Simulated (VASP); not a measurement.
A run of VASP 6.6.1:

The input INCAR:

```
PREC     = Accurate       # precision mode
ENCUT    = 520            # plane-wave cutoff, eV
EDIFF    = 1E-6           # SCF threshold, eV
ISMEAR   = -1             # smearing method
SIGMA    = 0.05           # smearing width, eV
LREAL    = False          # projectors in reciprocal space
LASPH    = True           # aspherical terms in the spheres
NELM     = 100            # most SCF steps
ALGO     = Normal         # electronic algorithm
ISIF     = 2              # what is computed and relaxed
LWAVE    = False          # write WAVECAR
LCHARG   = True           # write CHGCAR
GGA      = PS             # functional
LELF     = True           # ELF
LVHAR    = True         
NBANDS   = 20             # bands
```

KPOINTS

```
Automatic mesh
0
Gamma
  10 10 10
```

The input POSCAR:

```
MoS2
1.0
    1.5170455696      0.8758666680      5.6536329698
   -1.5170455696      0.8758666680      5.6536329698
    0.0000000000     -1.7517333359      5.6536329698
Mo S
1 2
Direct
    0.0000000000      0.0000000000      0.0000000000
    0.2379379322      0.2379379322      0.2379379322
    0.7620620678      0.7620620678      0.7620620678
```

Potentials or basis: VASP PAW PBE potentials, release 64 (Mo_sv, S).

Launch:

```console
$ cat potpaw_PBE.64/Mo_sv/POTCAR potpaw_PBE.64/S/POTCAR > POTCAR
$ mpirun -np 1 vasp_std > vasp.out
```

Hardware: 1 thread of Intel Xeon 8259CL (shared host).

**Question.** Estimate the wall time of this run.

**Answer.** Wall time 8.1 min on 1 thread of Intel Xeon 8259CL, with other jobs on the host, peak memory 0.36 GiB. Counts: scf iterations 14, k points 116.
